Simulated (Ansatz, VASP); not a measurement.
**Two plane-wave programs on Ag2IBr**

Contents of INCAR:

```
SYSTEM = Ag2IBr
ALGO = Normal ; EDIFF = 1E-7
ENCUT = 520 ; GGA = PE
ISIF = 2 ; ISMEAR = 0
LASPH = .True. ; LCHARG = .False.
LREAL = .False. ; LWAVE = .False.
NBANDS = 26 ; NELM = 100
PREC = Accurate ; SIGMA = 0.01
```

KPOINTS

```
k-points
0
Gamma
  6 6 4
  0 0 0
```

The input POSCAR:

```
Ag2IBr
1.0
    4.3156205960      0.0000000000      0.0000000000
    0.0000000000      4.3156205960      0.0000000000
    0.0000000000      0.0000000000      6.0064978482
Br Ag I
1 2 1
Direct
    0.0000000000      0.0000000000      0.0000000000
    0.0000000000      0.0000000000      0.5000000000
    0.5000000000      0.5000000000      0.0000000000
    0.5000000000      0.5000000000      0.5000000000
```

Input for Ansatz:

```yaml
crystal:
  lattice:
    - [4.315620596, 0.0, 0.0]
    - [0.0, 4.315620596, 0.0]
    - [0.0, 0.0, 6.0064978482]
  atoms:
    - { symbol: Br, position: [0.0, 0.0, 0.0] }
    - { symbol: Ag, position: [0.0, 0.0, 0.5] }
    - { symbol: I, position: [0.5, 0.5, 0.5] }
    - { symbol: Ag, position: [0.5, 0.5, 0.0] }
kpoints:
  mp_grid: { grid: [6, 6, 4] }
hamiltonian:
  xc: pbe
scf:
  occupations: { method: fixed }
  n_extra_bands: 5
output:
  forces: true
  stress: true
  eigenvalues: true
```

Alike in both runs: task single point; functional PBE; k mesh 6 × 6 × 4; no spin polarisation.

|  | VASP | Ansatz |
| --- | --- | --- |
| version | VASP 6.6.1 | Ansatz 0.2.0 |
| potentials or method | VASP PAW PBE potentials, release 64 (Br, Ag, I) | plane waves, PAW |
| plane-wave cutoff (eV) | 520 | 420 |
| occupations | gaussian, width 0.01 eV | fixed |
| valence electrons in the cell | 36 | 62 |

VASP gave:

| Property | Result |
| --- | --- |
| gap on the k mesh at the Fermi level (eV) | 0.59 |
| pressure (GPa) | -1.1 |

**Question.** Estimate Ansatz's values.

**Answer.** gap on the k mesh at the Fermi level (eV): 0.59; pressure (GPa): -1.0.

VASP's potentials hold 36 valence electrons a cell and Ansatz's 62, so a difference there can come from the potentials and not from the codes.

Neither program's run includes spin-orbit coupling.
